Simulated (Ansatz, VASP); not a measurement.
**One calculation of Bi, two programs**

```
Bi
1.0
     3.94500    0.00000    0.00000
    -1.97250    3.41647    0.00000
     0.00000    0.00000   28.00000
Bi
2
Direct
  0.33333 0.66667 0.53938
  0.66667 0.33333 0.46063
```

Alike in both runs: task single point; functional LDA; k mesh 9 × 9 × 1; occupations gaussian, width 0.02 eV; no spin polarisation.

|  | VASP | Ansatz |
| --- | --- | --- |
| version | VASP 6.6.1 | Ansatz 0.2.0 |
| potentials or method | VASP PAW LDA potentials, release 64 (Bi_d), cutoff 520 eV | scalar-relativistic, plane waves, PAW |
| valence electrons in the cell | 30 | 30 |

|  | VASP | Ansatz | Ansatz less VASP |
| --- | --- | --- | --- |
| gap on the k mesh at the Fermi level (eV) | none | none | - |
| rms of the force components (eV/Å) | 0.787 | 0.803 | +0.0157 |

LDA's correlation is that of Perdew and Zunger in VASP and of Perdew and Wang (1992) in Ansatz. Atom by atom the forces differ by 0.016 eV/Å (rms over components). A gap of «none» marks a metal or a gap that the smearing closes.

Spin-orbit coupling is off throughout.
